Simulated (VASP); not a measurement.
A run of VASP 6.6.1:

Contents of INCAR:

```
SYSTEM = SiPb
PREC = Accurate
ENCUT = 520
EDIFF = 1E-8
ISMEAR = -1
SIGMA = 0.03
LREAL = .FALSE.
LASPH = .TRUE.
NELM = 100
ALGO = Normal
ISIF = 2
LWAVE = .FALSE.
LCHARG = .FALSE.
GGA = PE
LEFG = .TRUE.
NBANDS = 26
```

Contents of KPOINTS:

```
Automatic mesh
0
G
  10 10 6
  0 0 0
```

The input POSCAR:

```
SiPb
1.0
    4.4288261461      0.0000000000      0.0000000000
   -2.2144130731      3.8354759514      0.0000000000
    0.0000000000      0.0000000000      7.2784130397
Pb Si
2 2
Direct
    0.3333333333      0.6666666667      0.0004709186
    0.6666666667      0.3333333333      0.5004709186
    0.3333333333      0.6666666667      0.3755290814
    0.6666666667      0.3333333333      0.8755290814
```

Potentials or basis: VASP PAW PBE potentials, release 64 (Pb_d, Si).

Launch:

```sh
$ cat potpaw_PBE.64/Pb_d/POTCAR potpaw_PBE.64/Si/POTCAR > POTCAR
$ mpirun -np 1 vasp_std > vasp.out
```

Hardware: 1 thread of Intel Xeon 8259CL (shared host).

Q: How long does it take, and how much memory?

A: Run time: 5.8 min on 1 thread of Intel Xeon 8259CL, on a shared host, peak memory 0.34 GiB. Counts: scf iterations 18, k points 56.
